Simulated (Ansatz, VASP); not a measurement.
# InP in VASP and in Ansatz

```
CELL_PARAMETERS angstrom
0.00000 2.93450 2.93450
2.93450 0.00000 2.93450
2.93450 2.93450 0.00000
ATOMIC_POSITIONS crystal
In 0.00000 0.00000 0.00000
P 0.25000 0.25000 0.25000
```

Alike in both runs: functional PBEsol; k mesh 10 × 10 × 10; occupations gaussian, width 0.02 eV; no spin polarisation.

Ansatz relaxed the structure, and its values are those at the end. VASP's run is a single point on that final structure, the one shown.

|  | VASP | Ansatz |
| --- | --- | --- |
| version | VASP 6.6.1 | Ansatz 0.2.0 |
| potentials or method | VASP PAW PBE potentials, release 64 (In_d, P), cutoff 500 eV | scalar-relativistic, plane waves, PAW |
| valence electrons in the cell | 18 | 18 |

```tsv
	VASP	Ansatz	Ansatz less VASP
gap on the k mesh at the Fermi level (eV)	0.59	0.59	-0.001
least direct gap on the mesh (eV)	0.59	0.59	-0.001
pressure (GPa)	0.3	0.3	+0.03
```

VASP's potentials were made for PBE, not for PBEsol, and Ansatz warns of the same on its side. Ansatz's warnings: stress scf threshold loose.
